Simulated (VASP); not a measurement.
LaHfSb3:

```xyz
5
Lattice="5.0184 0.0000 0.0000 0.0000 5.0184 0.0000 0.0000 0.0000 5.0184" Properties=species:S:1:pos:R:3 pbc="T T T"
La    2.5092    2.5092    2.5092
Hf    0.0000    0.0000    0.0000
Sb    0.0000    2.5092    2.5092
Sb    2.5092    0.0000    2.5092
Sb    2.5092    2.5092    0.0000
```

The cell was generated, and may not be a known phase.

- Program: VASP 6.6.1
- Task: relaxation of cell and atoms
- Functional: PBE
- Potentials or basis: VASP PAW PBE potentials, release 64 (La, Hf_pv, Sb)
- Cutoff: 600 eV
- k mesh: 4 × 4 × 4
- Occupations: gaussian, width 0.1 eV
- Spin: no spin polarisation

At the start: pressure 36.8 GPa; volume 25.28 Å³/atom.

Problem. Where does the relaxation end?

Solution. Over 3 steps the energy falls by 1152.4 meV/atom and the volume is 39.62 Å³/atom (+56.7 %); space group Pm-3m (No. 221, to 0.1 Å) before and after.

The path:
```csv
step,energy change (eV),largest force (eV/Å),pressure (GPa),volume (Å³)
1,0.0000,0.0000,36.82,126.39
2,-4.4677,0.0000,-4.62,265.22
3,-5.7618,0.0000,0.03,198.09
```

Final structure:
```yaml
crystal:
  lattice:
    - [5.82941, 0.00000, 0.00000]
    - [0.00000, 5.82941, 0.00000]
    - [0.00000, 0.00000, 5.82941]
  atoms:
    - { symbol: La, position: [0.50000, 0.50000, 0.50000] }
    - { symbol: Hf, position: [0.00000, 0.00000, 0.00000] }
    - { symbol: Sb, position: [0.00000, 0.50000, 0.50000] }
    - { symbol: Sb, position: [0.50000, 0.00000, 0.50000] }
    - { symbol: Sb, position: [0.50000, 0.50000, 0.00000] }
```

Caveat: the volume moved by over 15 % at a fixed basis, so the end points are rough; the highest band is partly filled, so the run has too few bands.
